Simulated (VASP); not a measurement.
## MoS2: single point with PBEsol

Crystal: MoS2.

```
CELL_PARAMETERS angstrom
3.14139 0.00000 0.00000
-1.57069 2.72052 0.00000
0.00000 0.00000 12.83679
ATOMIC_POSITIONS crystal
Mo 0.66667 0.33333 0.25000
Mo 0.33333 0.66667 0.75000
S 0.66667 0.33333 0.62851
S 0.33333 0.66667 0.37149
S 0.66667 0.33333 0.87149
S 0.33333 0.66667 0.12851
```

This cell differs from its parent crystal: strain along c alone, the other axes held: +2.0 %, then relaxed in part.

```
Program             : VASP 6.6.1
Task                : single point
Functional          : PBEsol
Potentials or basis : VASP PAW PBE potentials, release 64 (Mo_sv, S)
Cutoff              : 520 eV
k mesh              : 12 × 12 × 2
Occupations         : gaussian, width 0.02 eV
Spin                : no spin polarisation
```

- Pressure: -0.2 GPa
- Band gap on the k mesh: 1.10 eV, indirect (least direct gap 1.76 eV)

Forces on the atoms (eV/Å):
```
Mo   0.000  0.000  0.000
Mo   0.000  0.000  0.000
S    0.000  0.000 -0.003
S    0.000  0.000  0.003
S    0.000  0.000  0.003
S    0.000  0.000 -0.003
```

Stress tensor (GPa, compression positive):
```
-0.07  0.00  0.00
 0.00 -0.07  0.00
 0.00  0.00 -0.33
```

Levels at points of the mesh, in eV from the valence-band top:
```
           k point  band 22  band 23  band 24  band 25  band 26  band 27  band 28  band 29  band 30  band 31
(0.00, 0.00, 0.00)    -1.95    -1.95    -1.39    -1.02     0.00     2.38     2.38     2.39     2.39     2.61
(0.50, 0.00, 0.00)    -2.39    -1.45    -1.34    -1.22    -1.16     1.89     1.91     2.29     2.51     3.12
(0.00, 0.00, 0.50)    -1.96    -1.96    -1.96    -0.29    -0.29     2.38     2.38     2.38     2.38     2.66
(0.50, 0.00, 0.50)    -2.47    -1.39    -1.39    -1.18    -1.18     1.90     1.90     2.41     2.41     3.42
```

It took 86 s on 1 thread of AMD EPYC 9R45 96-Core Processor (Zen 5), with other jobs on the host, peak memory 0.25 GiB.

Caveat: the cell differs from its parent crystal (strain along c alone, the other axes held: +2.0 %, then relaxed in part); the PAW data sets were made with another functional, which shifts forces and pressure a little; this functional lacks dispersion, which binds the layers, so the pressure and a relaxed spacing across them are unreliable. A k mesh can miss the band edges.
